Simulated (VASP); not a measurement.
MoS2:

```xyz
3
Lattice="1.6110 0.9301 6.2706 -1.6110 0.9301 6.2706 0.0000 -1.8602 6.2706" Properties=species:S:1:pos:R:3 pbc="T T T"
Mo    0.0000    0.0000    0.0000
S     0.0000    0.0000    7.8445
S     0.0000    0.0000    4.7030
```

This cell differs from its parent crystal: volume scaled by 1.06.

Base run:

* Program: VASP 6.6.1
* Functional: PBEsol
* Potentials or basis: VASP PAW PBE potentials, release 64 (Mo_sv, S)
* Cutoff: 520 eV
* k mesh: 10 × 10 × 10
* Occupations: fermi-dirac, width 0.05 eV
* Spin: no spin polarisation

Its results: band gap on the k mesh 0.97 eV, indirect (least direct gap 1.81 eV); pressure -7.7 GPa; largest force 0.733 eV/Å.

Problem. The run is repeated on the same cell with these changes: functional from PBEsol to LDA; potentials or basis from VASP PAW PBE potentials, release 64 (Mo_sv, S) to VASP PAW LDA potentials, release 64 (Mo_sv, S). What comes out?

Solution. Band gap on the k mesh 0.93 eV, indirect (least direct gap 1.81 eV); pressure -10.1 GPa; largest force 0.879 eV/Å.

Caveats: the PAW data sets were made with another functional, which shifts forces and pressure a little (some runs).

A k mesh can miss the band edges.
